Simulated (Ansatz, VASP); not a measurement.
One calculation of Co, two programs

File INCAR:

```
SYSTEM = Co
PREC = Accurate
ENCUT = 520
EDIFF = 1E-6
ISMEAR = -1
SIGMA = 0.1
LREAL = .FALSE.
LASPH = .TRUE.
NELM = 150
ALGO = Normal
ISIF = 2
LWAVE = .FALSE.
LCHARG = .FALSE.
LNONCOLLINEAR = .TRUE.
MAGMOM = 0 0 0
LORBIT = 11
LSORBIT = .TRUE.
GGA_COMPAT = .FALSE.
LORBMOM = .TRUE.
LMAXMIX = 4
NBANDS = 20
```

KPOINTS

```
regular mesh
0
G
  14 14 14
  0 0 0
```

POSCAR

```
Co
1.0
    2.2247716226      0.0000000000      0.0000000000
    0.0000000000      2.2247716226      0.0000000000
    0.0000000000      0.0000000000      2.2247716226
Co
1
Direct
    0.0000000000      0.0000000000      0.0000000000
```

Input for Ansatz:

```yaml
crystal:
  lattice:
    - [2.2247716226, 0.0, 0.0]
    - [0.0, 2.2247716226, 0.0]
    - [0.0, 0.0, 2.2247716226]
  atoms:
    - { symbol: Co, position: [0.0, 0.0, 0.0] }
hamiltonian:
  xc: lda
  pseudopotentials:
    kind: paw_fr
    azcp:
      Co: "pseudopotentials/Co.paw.azcp"
basis:
  ecutwfc: 420
  fft_grid_basis: typed
kpoints:
  mp_grid: { grid: [14, 14, 14], shift: [0, 0, 0] }
magnetization:
  noncollinear: true
  spin_orbit: true
scf:
  occupations: { method: fermi_dirac, width: 0.1 }
output:
  write_density: true
  write_potential: true
  elf: true
  volumetric_format: npy
```

Alike in both runs: task single point; functional LDA; k mesh 14 × 14 × 14; occupations fermi-dirac, width 0.1 eV; non-collinear spin, spin-orbit coupling.

|  | VASP | Ansatz |
| --- | --- | --- |
| version | VASP 6.6.1 | Ansatz 0.2.0 |
| potentials or method | VASP PAW LDA potentials, release 64 (Co), cutoff 520 eV | plane waves (420 eV) with PAW, fully relativistic with spin-orbit coupling |
| valence electrons in the cell | 9 | 17 |

```csv
,VASP,Ansatz,Ansatz less VASP
net moment per atom (μB),0.00,0.00,0.000
```

Ansatz warns that its potentials were made for another functional, while VASP's fit it. LDA's correlation is that of Perdew and Zunger in VASP and of Perdew and Wang (1992) in Ansatz. VASP's potentials hold 9 valence electrons a cell and Ansatz's 17, so a difference there can come from the potentials and not from the codes.
